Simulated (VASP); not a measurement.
# TaNbSb3 (Pm-3m) in VASP: further runs

Runs on TaNbSb3. Level: PBE. Tasks: single point, relaxation of cell and atoms.

Program: VASP 6.6.1. These are calculated values, not measurements. Logs are shortened: lines on timing, memory, paths and dates and some standing lists are left out, and cuts for length are marked.

## (1) The cell of the first run

It takes space group Pm-3m (No. 221, cubic). Conventional cell: a = 4.793 Å, b = 4.793 Å, c = 4.793 Å, α = 90.00°, β = 90.00°, γ = 90.00°. Ta (site symmetry m-3m) has 6 Sb at 2.40 Å within 3.2 Å. Within 4.5 Å of Nb (site symmetry m-3m) lie 12 Sb at 3.39 Å and 8 Ta at 4.15 Å. Within 3.2 Å of Sb (site symmetry 4/mmm) lie 2 Ta at 2.40 Å.

## (2) Single point, PBE

File INCAR:

```
PREC = Accurate
ENCUT = 520
EDIFF = 1E-6
ISMEAR = 0
SIGMA = 0.1
LREAL = False
LASPH = True
NELM = 60
ALGO = Normal
ISIF = 2
LWAVE = False
LCHARG = False
GGA = PE
NBANDS = 28
```

File KPOINTS:

```
regular mesh
0
Gamma
  4 4 4
```

File POSCAR:

```
TaNbSb3
1.0
    4.7927316570      0.0000000000      0.0000000000
    0.0000000000      4.7927316570      0.0000000000
    0.0000000000      0.0000000000      4.7927316570
Ta Nb Sb
1 1 3
Direct
    0.5000000000      0.5000000000      0.5000000000
    0.0000000000      0.0000000000      0.0000000000
    0.0000000000      0.5000000000      0.5000000000
    0.5000000000      0.0000000000      0.5000000000
    0.5000000000      0.5000000000      0.0000000000
```

Potentials or basis: VASP PAW PBE potentials, release 64 (Ta_pv, Nb_sv, Sb).

Launch:

```console
cat potpaw_PBE.64/Ta_pv/POTCAR potpaw_PBE.64/Nb_sv/POTCAR potpaw_PBE.64/Sb/POTCAR > POTCAR
mpirun -np 1 vasp_std > vasp.out
```

OUTCAR:

```text
PREC = Accurate
   ENCUT = 520
   EDIFF = 1E-6
   ISMEAR = 0
   LREAL = False
   LASPH = True
   NELM = 60
   ISIF = 2
   GGA = PE

 ion  position               nearest neighbor table
   1  0.500  0.500  0.500-   3 2.40   4 2.40   5 2.40   5 2.40   4 2.40   3 2.40
   2  0.000  0.000  0.000-   3 3.39   4 3.39   5 3.39   3 3.39   4 3.39   3 3.39   5 3.39   3 3.39
                             4 3.39   5 3.39   4 3.39   5 3.39
   3  0.000  0.500  0.500-   1 2.40   1 2.40   4 3.39   5 3.39   2 3.39   5 3.39   2 3.39   4 3.39
                             2 3.39   2 3.39   4 3.39   5 3.39   5 3.39   4 3.39
   4  0.500  0.000  0.500-   1 2.40   1 2.40   3 3.39   5 3.39   2 3.39   5 3.39   2 3.39   3 3.39
                             5 3.39   5 3.39   2 3.39   3 3.39   2 3.39   3 3.39
   5  0.500  0.500  0.000-   1 2.40   1 2.40   3 3.39   4 3.39   2 3.39   3 3.39   4 3.39   2 3.39
                             4 3.39   4 3.39   2 3.39   3 3.39   3 3.39   2 3.39

  LATTYP: Found a simple cubic cell.
 ALAT       =     4.7927316570

  Lattice vectors:

 A1 = (   4.7927316570,   0.0000000000,   0.0000000000)
 A2 = (   0.0000000000,   4.7927316570,   0.0000000000)
 A3 = (   0.0000000000,   0.0000000000,   4.7927316570)

Analysis of symmetry for initial positions (statically):
=====================================================================
 Subroutine PRICEL returns:
 Original cell was already a primitive cell.

 Routine SETGRP: Setting up the symmetry group for a
 simple cubic supercell.

 Subroutine GETGRP returns: Found 48 space group operations
[... 9 lines left out ...]

 Routine SETGRP: Setting up the symmetry group for a
 simple cubic supercell.

 Subroutine GETGRP returns: Found 48 space group operations
[... 11 lines left out ...]
                                     Primitive cell

  volume of cell :     110.0904

  direct lattice vectors                    reciprocal lattice vectors
     4.792731657  0.000000000  0.000000000     0.208649278  0.000000000  0.000000000
     0.000000000  4.792731657  0.000000000     0.000000000  0.208649278  0.000000000
     0.000000000  0.000000000  4.792731657     0.000000000  0.000000000  0.208649278

  length of vectors
     4.792731657  4.792731657  4.792731657     0.208649278  0.208649278  0.208649278

  position of ions in fractional coordinates (direct lattice)
     0.500000000  0.500000000  0.500000000
     0.000000000  0.000000000  0.000000000
     0.000000000  0.500000000  0.500000000
     0.500000000  0.000000000  0.500000000
     0.500000000  0.500000000  0.000000000

  ion indices of the primitive-cell ions
   primitive index   ion index
                 1           1
[... 61 lines left out ...]
   EDIFF  = 0.1E-05   stopping-criterion for ELM
   LREAL  =      F    real-space projection
   EDIFFG = 0.1E-04   stopping-criterion for IOM
   NSW    =      0    number of steps for IOM
   IBRION =     -1    ionic relax: 0-MD 1-quasi-New 2-CG
   NFREE  =      0    steps in history (QN), initial steepest desc. (CG)
   ISIF   =      2    stress and relaxation
   ISYM   =      2    0-nonsym 1-usesym 2-fastsym
   POTIM  = 0.5000    time-step for ionic-motion
   TEBEG  =    0.0;   TEEND  =   0.0 temperature during run
   PSTRESS=    0.0 pullay stress
   NELECT =      39.0000    total number of electrons
   NUPDOWN=      -1.0000    fix difference up-down
   EMIN   =  10.00;   EMAX   =-10.00  energy-range for DOS
   EFERMI =   0.00;   METHOD = LEGACY
   ISMEAR =     0;   SIGMA  =   0.10  broadening in eV -4-tet -1-fermi 0-gaus
   EFERMI_NEDOS =   21; number of points for ismear=-14 and -15
   IALGO  =     38    algorithm
   IMIX   =      4    mixing-type and parameters
     AMIX     =   0.40;   BMIX     =  1.00
     AMIX_MAG =   1.60;   BMIX_MAG =  1.00
  volume/ion in A,a.u.               =      22.02       148.59
  Fermi-wavevector in a.u.,A,eV,Ry     =   1.158368  2.188998 18.256524  1.341817
  Thomas-Fermi vector in A             =   2.294971
   LORBIT       =      0    0 simple, 1 ext, 2 COOP (PROOUT), +10 PAW based schemes
   GGA     = PE    functional components
   LHFCALC =     F    Hartree Fock is set to
   AEXX    =    0.0000 exact exchange contribution
   IVDW    =     0    specifies the selected vdW correction
   LEPSILON=     F    determine dielectric tensor
   LRPA    =     F    only Hartree local field effects (RPA)
 non-spin polarized calculation
 Gauss-broadening in eV      SIGMA  =   0.10
  energy-cutoff  :      520.00
  volume of cell :      110.09
 maximum number of plane-waves:      3016
 NGX is ok and might be reduce to    36
   NGX = 17   NGY = 17   NGZ = 17

 number of electron      38.9999999 magnetization

 Free energy of the ion-electron system (eV)
  ---------------------------------------------------
  ext. energy  EPLUGINS =         0.00000000
  ---------------------------------------------------
  free energy    TOTEN  =       -24.93970516 eV

  energy without entropy =      -24.89088279  energy(sigma->0) =      -24.91529397

 E-fermi :   9.5850     XC(G=0): -11.0738

 val. band max:        9.5815085005   @ k =   0.5000   0.5000   0.2500
 cond. band min:       9.5933913220   @ k =   0.5000   0.5000   0.2500
 fundamental gap:      0.0118828216
 Fermi energy:         9.5849501552

 k-point     1 :       0.0000    0.0000    0.0000
  band No.  band energies     occupation
      1     -46.0192      2.00000
      2     -24.9654      2.00000
      3     -24.9654      2.00000
      4     -24.9654      2.00000
      5     -22.0684      2.00000
      6     -22.0684      2.00000
[... 299 lines left out ...]
     27      12.7245      0.00000
     28      12.7245      0.00000

------------------------ aborting loop because EDIFF is reached ----------------------------------------

  FORCE on cell =-STRESS in cart. coord.  units (eV):
  Direction    XX          YY          ZZ          XY          YZ          ZX
  --------------------------------------------------------------------------------------
  -------------------------------------------------------------------------------------
  Total       25.7549694     25.7549694     25.7549694      0.0000000     -0.0000000      0.0000000
  in kB      374.8195886    374.8195886    374.8195886      0.0000000     -0.0000000      0.0000000
  external PRESSURE =     374.8195886 kB  Pullay stress =       0.0000000 kB

 VOLUME and BASIS-vectors are now :
 -----------------------------------------------------------------------------
  energy-cutoff  :      520.00
  volume of cell :      110.09
      direct lattice vectors                 reciprocal lattice vectors
     4.792731657  0.000000000  0.000000000     0.208649278  0.000000000  0.000000000
     0.000000000  4.792731657  0.000000000     0.000000000  0.208649278  0.000000000
     0.000000000  0.000000000  4.792731657     0.000000000  0.000000000  0.208649278

 POSITION                                       TOTAL-FORCE (eV/Angst)
 -----------------------------------------------------------------------------------
      2.39637      2.39637      2.39637         0.000000      0.000000      0.000000
      0.00000      0.00000      0.00000         0.000000      0.000000      0.000000
      0.00000      2.39637      2.39637         0.000000      0.000000      0.000000
      2.39637      0.00000      2.39637         0.000000      0.000000      0.000000
      2.39637      2.39637      0.00000         0.000000      0.000000      0.000000
 -----------------------------------------------------------------------------------
    total drift:                                0.000000      0.000000      0.000000

  FREE ENERGIE OF THE ION-ELECTRON SYSTEM (eV)
  ---------------------------------------------------
  free  energy   TOTEN  =       -24.9397051595 eV

  energy  without entropy=      -24.8908827869  energy(sigma->0) =      -24.91529397
```

stdout:

```text
POSCAR found type information on POSCAR TaNbSb
 POSCAR found :  3 types and       5 ions
 scaLAPACK will be used
 LDA part: xc-table for (Slater+PW92), standard interpolation
 POSCAR, INCAR and KPOINTS ok, starting setup
 FFT: planning ... GRIDC
 FFT: planning ... GRID_SOFT
 FFT: planning ... GRID
 WAVECAR not read
 entering main loop
```

Wall time 20 s (1 thread of AMD EPYC 9R45 (Zen 5), shared host); peak memory 0.19 GiB.

What came out:

* Free energy: -24.9397 eV
* Pressure: 37.5 GPa

Caveat: spin-orbit coupling is left out, which moves the levels of the heavy elements.

## (3) Single point, PBE

This run uses another cell than the first one, of 29.38 Å³/atom, 1.334 times its volume.

File INCAR:

```
SYSTEM = TaNbSb3
PREC = Accurate
ENCUT = 520
EDIFF = 1E-6
ISMEAR = 0
SIGMA = 0.1
LREAL = .False.
LASPH = .True.
NELM = 60
ALGO = Normal
ISIF = 2
LWAVE = .False.
LCHARG = .True.
GGA = PE
LELF = .True.
LVHAR = .True.
NBANDS = 28
```

File KPOINTS:

```
Automatic mesh
0
Gamma
  4 4 4
  0 0 0
```

POSCAR: that of step 2 with these lines changed.

```diff
@@ -2,5 +2,5 @@
 1.0
-    4.7927316570      0.0000000000      0.0000000000
-    0.0000000000      4.7927316570      0.0000000000
-    0.0000000000      0.0000000000      4.7927316570
+    5.2762149651      0.0000000000      0.0000000000
+    0.0000000000      5.2762149651      0.0000000000
+    0.0000000000      0.0000000000      5.2762149651
 Ta Nb Sb
```

Potentials or basis: VASP PAW PBE potentials, release 64 (Ta_pv, Nb_sv, Sb).

Launch:

```console
cat potpaw_PBE.64/Ta_pv/POTCAR potpaw_PBE.64/Nb_sv/POTCAR potpaw_PBE.64/Sb/POTCAR > POTCAR
mpirun -np 1 vasp_std > vasp.out
```

Wall time 28 s (1 thread of AMD EPYC 9R45 (Zen 5), shared host); peak memory 0.23 GiB.

It converged, with:

| Item | Value |
| --- | --- |
| Free energy | -28.3394 eV |
| Pressure | 0.2 GPa |

Levels at points of the mesh, in eV from the Fermi level:
```
           k point  band 15  band 16  band 17  band 18  band 19  band 20  band 21  band 22  band 23  band 24
(0.00, 0.00, 0.00)    -0.94    -0.94    -0.40    -0.37    -0.37    -0.10    -0.10    -0.10     0.32     0.32
(0.50, 0.00, 0.00)    -2.72    -2.41    -1.98    -0.60    -0.11    -0.01    -0.01     0.13     1.60     1.70
(0.50, 0.50, 0.00)    -2.91    -1.75    -1.42    -1.42    -0.08    -0.07     0.13     0.44     0.44     0.72
(0.50, 0.50, 0.50)    -3.33    -3.33    -0.61     0.18     0.18     0.24     0.24     0.24     1.55     1.55
```

Caveat: spin-orbit coupling is left out, which moves the levels of the heavy elements.

[end of part 1 of 2]
